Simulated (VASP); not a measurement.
A run of VASP 6.6.1 is set up as follows.

File INCAR:

```
SYSTEM = SnO2
PREC = Accurate
ENCUT = 520
EDIFF = 1E-6
ISMEAR = 0
SIGMA = 0.05
LREAL = .False.
LASPH = .True.
NELM = 80
ALGO = Normal
ISIF = 2
LWAVE = .False.
LCHARG = .False.
GGA = CA
NBANDS = 35
```

The input KPOINTS:

```
regular mesh
0
Gamma
  6 6 8
  0 0 0
```

Contents of POSCAR:

```
SnO2
1.0
    4.8299657324      0.0000000000      0.0000000000
    0.0000000000      4.8305590713      0.0000000000
    0.0000000000      0.0000000000      3.2631512253
Sn O
2 4
Direct
    0.5000000000      0.5000000000      0.5000000000
    0.0000000000      0.0000000000      0.0000000000
    0.3059833077      0.3580510778      0.0000000000
    0.8059833077      0.1419489222      0.5000000000
    0.1940166923      0.8580510778      0.5000000000
    0.6940166923      0.6419489222      0.0000000000
```

Potentials or basis: VASP PAW LDA potentials, release 64 (Sn_d, O).

Launch:

```sh
$ cat potpaw_LDA.64/Sn_d/POTCAR potpaw_LDA.64/O/POTCAR > POTCAR
$ mpirun -np 1 vasp_std > vasp.out
```

Problem. Estimate the largest force.

Solution. 3.503 eV/Å.

Problem. Estimate the pressure.

Solution. -1.7 GPa.

Problem. Estimate the band gap on the k mesh.

Solution. 0.95 eV, indirect (the least direct gap lies 3.1 meV higher).

Forces on the atoms (eV/Å):
```
Sn   0.000  0.000  0.000
Sn   0.000  0.000  0.000
O   -2.557 -2.394  0.000
O   -2.557  2.394  0.000
O    2.557 -2.394  0.000
O    2.557  2.394  0.000
```

Caveat: spin-orbit coupling is left out, which moves the levels of the heavy elements; forces of over 1 eV/Å act on the atoms, so gaps and moduli don't describe the material at rest.
